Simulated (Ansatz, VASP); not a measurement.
CuW2 in VASP and in Ansatz

```xyz
3
Lattice="2.6166 -1.5119 -0.0276 2.6166 1.5119 -0.0276 -1.7765 0.0000 6.1114" Properties=species:S:1:pos:R:3 pbc="T T T"
Cu    0.0000    0.0000    0.0000
W     3.4988    0.0000    2.0801
W    -0.0422    0.0000    3.9761
```

Alike in both runs: functional PBE; k mesh 6 × 6 × 4; occupations gaussian, width 0.1 eV; no spin polarisation.

Ansatz relaxed the structure, and its values are those at the end. VASP's run is a single point on that final structure, the one shown.

|  | VASP | Ansatz |
| --- | --- | --- |
| version | VASP 6.6.1 | Ansatz 0.2.0 |
| potentials or method | VASP PAW PBE potentials, release 64 (Cu, W_sv), cutoff 520 eV | scalar-relativistic, plane waves, PAW |
| valence electrons in the cell | 39 | 47 |

```tsv
	VASP	Ansatz	Ansatz less VASP
gap on the k mesh at the Fermi level (eV)	none	none	-
pressure (GPa)	0.8	0.2	-0.64
rms of the force components (eV/Å)	0.031	0.018	-0.0130
```

A gap of «none» marks a metal or a gap that the smearing closes. VASP's potentials hold 39 valence electrons a cell and Ansatz's 47, so a difference there can come from the potentials and not from the codes.

The k mesh is coarse, so the values compare programs but aren't converged. Spin-orbit coupling is off throughout.
